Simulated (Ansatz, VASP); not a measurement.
One calculation of CdTe, two programs

Contents of INCAR:

```
PREC = Accurate
ENCUT = 520
EDIFF = 1E-6
ISMEAR = -1
SIGMA = 0.05
LREAL = False
LASPH = True
NELM = 60
ALGO = Normal
ISIF = 2
LWAVE = False
LCHARG = True
GGA = PS
LELF = True
LVHAR = True
NBANDS = 26
```

Contents of KPOINTS:

```
Automatic mesh
0
Gamma
  9 9 6
```

POSCAR

```
CdTe
1.0
    3.1056284021     -3.1353322095      0.0000000000
    3.1056284021      3.1353322095      0.0000000000
    0.0000000000      0.0000000000      6.1708013492
Cd Te
2 2
Direct
    0.2770300000      0.7229700000      0.7500000000
    0.7229700000      0.2770300000      0.2500000000
    0.7661370000      0.2338630000      0.7500000000
    0.2338630000      0.7661370000      0.2500000000
```

Input for Ansatz:

```yaml
crystal:
  lattice:
    - [3.1056284021, -3.1353322095, 0.0]
    - [3.1056284021, 3.1353322095, 0.0]
    - [0.0, 0.0, 6.1708013492]
  atoms:
    - { symbol: Cd, position: [0.27703, 0.72297, 0.75] }
    - { symbol: Cd, position: [0.72297, 0.27703, 0.25] }
    - { symbol: Te, position: [0.766137, 0.233863, 0.75] }
    - { symbol: Te, position: [0.233863, 0.766137, 0.25] }
kpoints:
  mp_grid: { grid: [9, 9, 6] }
  band_path:
    path:
      - [0.0, 0.0, 0.0]
      - [-0.5, 0.5, 0.0]
      - [-0.4952854913, 0.5047145087, 0.0]
      - [0.4952854913, 0.4952854913, 0.0]
      - [0.0, 0.0, 0.0]
      - [0.0, 0.0, 0.5]
      - [0.4952854913, 0.4952854913, 0.5]
      - [-0.4952854913, 0.5047145087, 0.5]
      - [-0.5, 0.5, 0.5]
    npoints: 5
scf:
  occupations: { method: fermi_dirac, width: 0.05 }
hamiltonian:
  xc: pbesol
  pseudopotentials: { kind: all_electron, lapw: { basis_error: 0.001 } }
output:
  forces: true
  stress: true
  eigenvalues: true
```

Change from the starting cell: volume scaled by 1.04.

Alike in both runs: task single point; functional PBEsol; k mesh 9 × 9 × 6; occupations fermi-dirac, width 0.05 eV; no spin polarisation.

```csv
,VASP,Ansatz
version,VASP 6.6.1,Ansatz 0.2.0
potentials or method,"VASP PAW PBE potentials, release 64 (Cd, Te), cutoff 520 eV","all-electron LAPW, scalar-relativistic"
```

|  | VASP | Ansatz | Ansatz less VASP |
| --- | --- | --- | --- |
| pressure (GPa) | -4.5 | -4.6 | -0.14 |
| traceless stress, the component that is largest in VASP (GPa) | 0.18 | 0.17 | -0.006 |
| rms of the force components (eV/Å) | 0.037 | 0.039 | +0.0022 |

VASP's potentials were made for PBE, not for PBEsol. Atom by atom the forces differ by 0.003 eV/Å (rms over components). Ansatz ran all-electron here, and VASP with PAW potentials.

Spin-orbit coupling is off throughout.
